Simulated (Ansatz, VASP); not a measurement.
# Two plane-wave programs on GaP

File POSCAR:

```
GaP
1.0
    0.0000000000      2.7253992957      2.7253992957
    2.7253992957      0.0000000000      2.7253992957
    2.7253992957      2.7253992957      0.0000000000
Ga P
1 1
Direct
    0.0000000000      0.0000000000      0.0000000000
    0.2500000000      0.2500000000      0.2500000000
```

File INCAR.step1:

```
SYSTEM = GaP
ALGO     = Normal         ! electronic algorithm
EDIFF    = 1E-5           ! SCF threshold, eV
ENCUT    = 550            ! plane-wave cutoff, eV
GGA      = PE             ! functional
GGA_COMPAT= .False.      
ISMEAR   = 0              ! smearing method
LASPH    = .True.         ! aspherical terms in the spheres
LCHARG   = .False.        ! write CHGCAR
LREAL    = .False.        ! projectors in reciprocal space
LWAVE    = .True.         ! write WAVECAR
NBANDS   = 16             ! bands
NELM     = 120            ! most SCF steps
PREC     = Accurate       ! precision mode
SIGMA    = 0.001          ! smearing width, eV
```

Contents of INCAR.step2:

```
SYSTEM = GaP
ALGO     = Normal         ! electronic algorithm
EDIFF    = 1E-6           ! SCF threshold, eV
ENCUT    = 550            ! plane-wave cutoff, eV
GGA_COMPAT= .False.      
ISIF     = 2              ! what is computed and relaxed
ISMEAR   = 0              ! smearing method
ISTART   = 1            
LASPH    = .True.         ! aspherical terms in the spheres
LCHARG   = .False.        ! write CHGCAR
LMIXTAU  = .True.       
LREAL    = .False.        ! projectors in reciprocal space
LWAVE    = .False.        ! write WAVECAR
METAGGA  = R2SCAN         ! meta-GGA
NBANDS   = 16             ! bands
NELM     = 120            ! most SCF steps
PREC     = Accurate       ! precision mode
SIGMA    = 0.001          ! smearing width, eV
```

File KPOINTS:

```
k-points
0
Gamma
  6 6 6
  0 0 0
```

Input for Ansatz:

```yaml
crystal:
  lattice:
    - [0.0, 2.7253992957, 2.7253992957]
    - [2.7253992957, 0.0, 2.7253992957]
    - [2.7253992957, 2.7253992957, 0.0]
  atoms:
    - { symbol: Ga, position: [0.0, 0.0, 0.0] }
    - { symbol: P, position: [0.25, 0.25, 0.25] }
kpoints:
  mp_grid: { grid: [6, 6, 6] }
hamiltonian:
  xc: r2scan
scf:
  occupations: { method: gaussian, width: 0.001 }
  n_extra_bands: 4
output:
  forces: true
  stress: true
  eigenvalues: true
```

Alike in both runs: task single point; functional r2SCAN; k mesh 6 × 6 × 6; occupations gaussian, width 0.001 eV; no spin polarisation.

```csv
,VASP,Ansatz
version,VASP 6.6.1,Ansatz 0.2.0
potentials or method,"VASP PAW PBE potentials, release 64 (Ga_d, P)",plane waves
plane-wave cutoff (eV),550,500
valence electrons in the cell,18,18
```

VASP gave:

```
gap on the k mesh at the Fermi level (eV) : 1.91
pressure (GPa)                            : 0.0
```

Q: Which values does Ansatz return?

A: gap on the k mesh at the Fermi level (eV): 1.90; pressure (GPa): 0.1.

VASP's potentials were made for PBE, not for r2SCAN. With one functional, cell and mesh, what is left measures potentials, basis and numerics.
